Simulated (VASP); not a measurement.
Input of a VASP 6.6.1 run:

INCAR

```
SYSTEM = Sb4P
PREC     = Accurate       ! precision mode
ENCUT    = 520            ! plane-wave cutoff, eV
EDIFF    = 1E-6           ! SCF threshold, eV
ISMEAR   = 0              ! smearing method
SIGMA    = 0.1            ! smearing width, eV
LREAL    = .False.        ! projectors in reciprocal space
LASPH    = .True.         ! aspherical terms in the spheres
NELM     = 60             ! most SCF steps
ALGO     = Normal         ! electronic algorithm
ISIF     = 2              ! what is computed and relaxed
LWAVE    = .False.        ! write WAVECAR
LCHARG   = .True.         ! write CHGCAR
GGA      = PE             ! functional
LELF     = .True.         ! ELF
LVHAR    = .True.       
NBANDS   = 20             ! bands
```

KPOINTS

```
Automatic mesh
0
Gamma
  6 6 6
  0 0 0
```

POSCAR

```
Sb4P
1.0
   -2.7510024401      2.7510024401      4.4313699906
    2.7510024401     -2.7510024401      4.4313699906
    2.7510024401      2.7510024401     -4.4313699906
Sb P
4 1
Direct
    0.3173159987      0.3173159987      0.0000000000
    0.6826840013      0.6826840013      0.0000000000
    0.5000000000      0.0000000000      0.5000000000
    0.0000000000      0.5000000000      0.5000000000
    0.0000000000      0.0000000000      0.0000000000
```

Potentials or basis: VASP PAW PBE potentials, release 64 (Sb, P).

Run with:

```console
$ cat potpaw_PBE.64/Sb/POTCAR potpaw_PBE.64/P/POTCAR > POTCAR
$ mpirun -np 1 vasp_std > vasp.out
```

Estimate the pressure.

0.0 GPa.

Forces in eV/Å, atoms in the order of the input:
```
Sb   0.000  0.000  0.003
Sb   0.000  0.000 -0.003
Sb   0.000  0.000  0.000
Sb   0.000  0.000  0.000
P    0.000  0.000  0.000
```
